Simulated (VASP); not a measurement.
# LiNbO3 (R3c) in VASP: notebook, part 4 of 4

VASP 6.6.1. The steps go on from the part before.

### 6 Single point, PBE (10.20 Å³/atom)

This run uses another cell than the first one, of 10.20 Å³/atom.

Contents of INCAR:

```
PREC = Accurate
ENCUT = 520
EDIFF = 1E-6
ISMEAR = 0
SIGMA = 0.05
LREAL = F
LASPH = T
NELM = 80
ALGO = Normal
ISIF = 2
LWAVE = F
LCHARG = F
GGA = PE
NBANDS = 45
```

Contents of KPOINTS:

```
Automatic mesh
0
Gamma
  6 6 6
```

Contents of POSCAR:

```
LiNbO3
1.0
    2.5384323007      1.4655645721      4.5700500228
   -2.5384323007      1.4655645721      4.5700500228
    0.0000000000     -2.9311291442      4.5700500228
Li Nb O
2 2 6
Direct
    0.2815913687      0.2815913687      0.2815913687
    0.7815913687      0.7815913687      0.7815913687
    0.0004900497      0.0004900497      0.0004900497
    0.5004900497      0.5004900497      0.5004900497
    0.1104619503      0.3580262714      0.7211003599
    0.7211003599      0.1104619503      0.3580262714
    0.3580262714      0.7211003599      0.1104619503
    0.2211003599      0.8580262714      0.6104619503
    0.8580262714      0.6104619503      0.2211003599
    0.6104619503      0.2211003599      0.8580262714
```

Potentials or basis: VASP PAW PBE potentials, release 64 (Li_sv, Nb_sv, O).

The run is started by

```
cat potpaw_PBE.64/Li_sv/POTCAR potpaw_PBE.64/Nb_sv/POTCAR potpaw_PBE.64/O/POTCAR > POTCAR
mpirun -np 1 vasp_std > vasp.out
```

OUTCAR:

```text
PREC = Accurate
   ENCUT = 520
   EDIFF = 1E-6
   ISMEAR = 0
   LREAL = F
   LASPH = T
   NELM = 80
   ISIF = 2
   GGA = PE

 ion  position               nearest neighbor table
   1  0.282  0.282  0.282-   8 2.04  10 2.04   9 2.04   5 2.22   7 2.22   6 2.22
   2  0.782  0.782  0.782-   7 2.04   6 2.04   5 2.04   9 2.22   8 2.22  10 2.22
   3  0.000  0.000  0.000-   5 1.84   6 1.84   7 1.84   9 2.11   8 2.11  10 2.11
   4  0.500  0.500  0.500-   9 1.84  10 1.84   8 1.84   5 2.11   7 2.11   6 2.11
   5  0.110  0.358  0.721-   3 1.84   2 2.04   4 2.11   1 2.22
   6  0.721  0.110  0.358-   3 1.84   2 2.04   4 2.11   1 2.22
   7  0.358  0.721  0.110-   3 1.84   2 2.04   4 2.11   1 2.22
   8  0.221  0.858  0.610-   4 1.84   1 2.04   3 2.11   2 2.22
   9  0.858  0.610  0.221-   4 1.84   1 2.04   3 2.11   2 2.22
  10  0.610  0.221  0.858-   4 1.84   1 2.04   3 2.11   2 2.22

  LATTYP: Found a trigonal (rhomboedric) cell.
 ALAT       =     5.4292610244
 COS(alpha) =     0.5628004335

  Lattice vectors:

 A1 = (   2.5384323007,   1.4655645721,   4.5700500228)
 A2 = (  -2.5384323007,   1.4655645721,   4.5700500228)
 A3 = (   0.0000000000,  -2.9311291442,   4.5700500228)

Analysis of symmetry for initial positions (statically):
=====================================================================
 Subroutine PRICEL returns:
 Original cell was already a primitive cell.

 Routine SETGRP: Setting up the symmetry group for a
 trigonal (rhombohedral) supercell.

 Subroutine GETGRP returns: Found  6 space group operations
 (whereof  3 operations were pure point group operations)
 out of a pool of 12 trial point group operations.

The static configuration has the point symmetry C_3 .
 The point group associated with its full space group is C_3v.

Analysis of symmetry for dynamics (positions and initial velocities):
=====================================================================
 Subroutine PRICEL returns:
 Original cell was already a primitive cell.

 Routine SETGRP: Setting up the symmetry group for a
 trigonal (rhombohedral) supercell.

 Subroutine GETGRP returns: Found  6 space group operations
 (whereof  3 operations were pure point group operations)
 out of a pool of 12 trial point group operations.

The dynamic configuration has the point symmetry C_3 .
 The point group associated with its full space group is C_3v.

 Subroutine INISYM returns: Found  6 space group operations
 (whereof  3 operations are pure point group operations),
 and found     1 'primitive' translations

----------------------------------------------------------------------------------------

                                     Primitive cell

  volume of cell :     102.0100

  direct lattice vectors                    reciprocal lattice vectors
     2.538432301  1.465564572  4.570050023     0.196971966  0.113721817  0.072938662
    -2.538432301  1.465564572  4.570050023    -0.196971966  0.113721817  0.072938662
     0.000000000 -2.931129144  4.570050023     0.000000000 -0.227443635  0.072938662

  length of vectors
     5.429261024  5.429261024  5.429261024     0.238852790  0.238852790  0.238852790

[... 75 lines left out ...]
  0.500000  0.500000  0.166667      6.000000
 -0.333333  0.500000  0.166667     12.000000
 [... further k-points ...]
   k-points           NKPTS =     32   k-points in BZ     NKDIM =     32   number of bands    NBANDS=     45
   number of dos      NEDOS =    301   number of ions     NIONS =     10
   total plane-waves  NPLWV =  64000
   dimension x,y,z NGX =    40 NGY =   40 NGZ =   40
   dimension x,y,z NGXF=    80 NGYF=   80 NGZF=   80
   ions per type =               2   2   6
   NGX,Y,Z   is equivalent  to a cutoff of  12.25, 12.25, 12.25 a.u.
   NGXF,Y,Z  is equivalent  to a cutoff of  24.50, 24.50, 24.50 a.u.
 SYSTEM =  unknown system
   PREC   = accura    normal or accurate (medium, high low for compatibility)
   ISTART =      0    job   : 0-new  1-cont  2-samecut
   ICHARG =      2    charge: 1-file 2-atom 10-const
   ISPIN  =      1    spin polarized calculation?
   LNONCOLLINEAR =      F non collinear calculations
   LSORBIT =      F    spin-orbit coupling
   LASPH  =      T    aspherical Exc in radial PAW
   ENCUT  =  520.0 eV  38.22 Ry    6.18 a.u.  10.09 10.09 10.09*2*pi/ulx,y,z
   NELM   =     80;   NELMIN=  2; NELMDL= -5     # of ELM steps
   EDIFF  = 0.1E-05   stopping-criterion for ELM
   LREAL  =      F    real-space projection
   EDIFFG = 0.1E-04   stopping-criterion for IOM
   NSW    =      0    number of steps for IOM
   IBRION =     -1    ionic relax: 0-MD 1-quasi-New 2-CG
   NFREE  =      0    steps in history (QN), initial steepest desc. (CG)
   ISIF   =      2    stress and relaxation
   ISYM   =      2    0-nonsym 1-usesym 2-fastsym
   POTIM  = 0.5000    time-step for ionic-motion
   TEBEG  =    0.0;   TEEND  =   0.0 temperature during run
   PSTRESS=    0.0 pullay stress
   NELECT =      68.0000    total number of electrons
   NUPDOWN=      -1.0000    fix difference up-down
   EMIN   =  10.00;   EMAX   =-10.00  energy-range for DOS
   EFERMI =   0.00;   METHOD = LEGACY
   ISMEAR =     0;   SIGMA  =   0.05  broadening in eV -4-tet -1-fermi 0-gaus
   EFERMI_NEDOS =   21; number of points for ismear=-14 and -15
   IALGO  =     38    algorithm
   IMIX   =      4    mixing-type and parameters
     AMIX     =   0.40;   BMIX     =  1.00
     AMIX_MAG =   1.60;   BMIX_MAG =  1.00
  volume/ion in A,a.u.               =      10.20        68.84
  Fermi-wavevector in a.u.,A,eV,Ry     =   1.430091  2.702479 27.826079  2.045159
  Thomas-Fermi vector in A             =   2.549974
   LORBIT       =      0    0 simple, 1 ext, 2 COOP (PROOUT), +10 PAW based schemes
   GGA     = PE    functional components
   LHFCALC =     F    Hartree Fock is set to
   AEXX    =    0.0000 exact exchange contribution
   IVDW    =     0    specifies the selected vdW correction
   LEPSILON=     F    determine dielectric tensor
   LRPA    =     F    only Hartree local field effects (RPA)
 non-spin polarized calculation
 Gauss-broadening in eV      SIGMA  =   0.05
  energy-cutoff  :      520.00
  volume of cell :      102.01
 maximum number of plane-waves:      2771
   NGX = 21   NGY = 21   NGZ = 21

 number of electron      68.0000010 magnetization

 Free energy of the ion-electron system (eV)
  ---------------------------------------------------
  ext. energy  EPLUGINS =         0.00000000
  ---------------------------------------------------
  free energy    TOTEN  =       -79.73245210 eV

  energy without entropy =      -79.73245210  energy(sigma->0) =      -79.73245210

 E-fermi :   4.2369     XC(G=0): -10.9999

 val. band max:        3.9069091981   @ k =   0.1667   0.1667   0.1667
 cond. band min:       7.7798802982   @ k =   0.1667   0.1667   0.0000
 fundamental gap:      3.8729711002
 Fermi energy:         4.2368552150

 k-point     1 :       0.0000    0.0000    0.0000
  band No.  band energies     occupation
      1     -50.0075      2.00000
      2     -49.9882      2.00000
      3     -38.6211      2.00000
      4     -38.6180      2.00000
      5     -26.4262      2.00000
      6     -26.4262      2.00000
[... 1141 lines left out ...]
     44      13.9234      0.00000
     45      14.7255      0.00000

 [... further k-points ...]

------------------------ aborting loop because EDIFF is reached ----------------------------------------

  FORCE on cell =-STRESS in cart. coord.  units (eV):
  Direction    XX          YY          ZZ          XY          YZ          ZX
  --------------------------------------------------------------------------------------
  -------------------------------------------------------------------------------------
  Total        9.9650261      9.9650261      8.4312460      0.0000000      0.0000000      0.0000000
  in kB      156.5115074    156.5115074    132.4218333      0.0000000      0.0000000      0.0000000
  external PRESSURE =     148.4816161 kB  Pullay stress =       0.0000000 kB

 VOLUME and BASIS-vectors are now :
 -----------------------------------------------------------------------------
  energy-cutoff  :      520.00
  volume of cell :      102.01
      direct lattice vectors                 reciprocal lattice vectors
     2.538432301  1.465564572  4.570050023     0.196971966  0.113721817  0.072938662
    -2.538432301  1.465564572  4.570050023    -0.196971966  0.113721817  0.072938662
     0.000000000 -2.931129144  4.570050023     0.000000000 -0.227443635  0.072938662

 POSITION                                       TOTAL-FORCE (eV/Angst)
 -----------------------------------------------------------------------------------
      0.00000      0.00000      3.86066        -0.000000      0.000000      0.005565
      0.00000      0.00000     10.71573        -0.000000      0.000000      0.005565
      0.00000      0.00000      0.00672        -0.000000      0.000000     -0.791126
      0.00000      0.00000      6.86179        -0.000000      0.000000     -0.791126
     -0.62843     -1.42704      5.43648        -0.604537      0.708478      0.261854
      1.55006      0.16929      5.43648        -0.311291     -0.877783      0.261854
     -0.92164      1.25775      5.43648         0.915828      0.169305      0.261854
     -1.61679     -0.20781      7.72150        -0.915828      0.169305      0.261854
      0.62843      1.50409      7.72150         0.604537      0.708478      0.261854
      0.98837     -1.29628      7.72150         0.311291     -0.877783      0.261854
 -----------------------------------------------------------------------------------
    total drift:                                0.000000      0.000000     -0.000905

  FREE ENERGIE OF THE ION-ELECTRON SYSTEM (eV)
  ---------------------------------------------------
  free  energy   TOTEN  =       -79.7324521007 eV

  energy  without entropy=      -79.7324521007  energy(sigma->0) =      -79.73245210
```

Wall time 3.5 min (1 thread of AMD EPYC 7R13, shared host); peak memory 0.27 GiB.

Results:

- Free energy: -79.7325 eV
- Largest force: 0.967 eV/Å
- Band gap on the k mesh: 3.87 eV (least direct gap 3.90 eV)

Forces on the atoms (eV/Å):
```
Li   0.000  0.000  0.006
Li   0.000  0.000  0.006
Nb   0.000  0.000 -0.791
Nb   0.000  0.000 -0.791
O   -0.605  0.708  0.262
O   -0.311 -0.878  0.262
O    0.916  0.169  0.262
O   -0.916  0.169  0.262
O    0.605  0.708  0.262
O    0.311 -0.878  0.262
```

Caveat: the cutoff is under 1.25 times the usual one of these potentials, so pressure, stress and relaxed cells hold a basis-set (Pulay) error.

### 7 Summary

```tsv
cell	gap on the mesh (eV)	largest force (eV/Å)
a = 5.847 Å, angles 52.4°, 10 atoms	3.23	0.74
a = 5.568 Å, angles 57.8°, 10 atoms	3.21	0.87
a = 5.701 Å, angles 55.1°, 10 atoms	3.28	0.72
a = 5.506 Å, angles 59.2°, 10 atoms	3.14	0.94
a = 5.429 Å, angles 55.8°, 10 atoms	3.87	0.97
```

Alike in all rows: task single point; level PBE; potentials or basis VASP PAW PBE potentials, release 64 (Li_sv, Nb_sv, O); no spin polarisation; k mesh 6 × 6 × 6; cutoff (eV) 520; smearing gaussian 0.05 eV.

Caveats: the cutoff is under 1.25 times the usual one of these potentials, so pressure, stress and relaxed cells hold a basis-set (Pulay) error.

Absolute energies hang on the potentials; compare differences alone.
